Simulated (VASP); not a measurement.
Ti, 1 atom in the cell. Symmetry: Fm-3m, No. 225, cubic system. The conventional cell has a = 4.001 Å, b = 4.001 Å, c = 4.001 Å, α = 90.00°, β = 90.00°, γ = 90.00°. Within 3.7 Å of Ti (site symmetry m-3m) lie 12 Ti at 2.83 Å. 

| Item | Value |
| --- | --- |
| Program | VASP 6.6.1 |
| Task | single point |
| Functional | LDA |
| Potentials or basis | VASP PAW LDA potentials, release 64 (Ti_sv) |
| Cutoff | 520 eV |
| k mesh | 18 × 18 × 18 |
| Occupations | gaussian, width 0.1 eV |
| Spin | no spin polarisation |
| Dipole correction | no |
| Further INCAR settings | ALGO = Normal; EDIFF = 1e-07; NBANDS = 12 |

Potentials or basis: VASP PAW LDA potentials, release 64 (Ti_sv).

Run with:

```bash
$ cat potpaw_LDA.64/Ti_sv/POTCAR > POTCAR
$ mpirun -np 1 vasp_std > vasp.out
```

Hardware: 1 thread of Intel(R) Xeon(R) 6975P-C (Granite Rapids) (shared host).

Q: Estimate the wall time of this run.

A: Run time: 14 s on 1 thread of Intel(R) Xeon(R) 6975P-C (Granite Rapids), on a shared host, peak memory 0.15 GiB. Counts: scf iterations 13, k points 195.
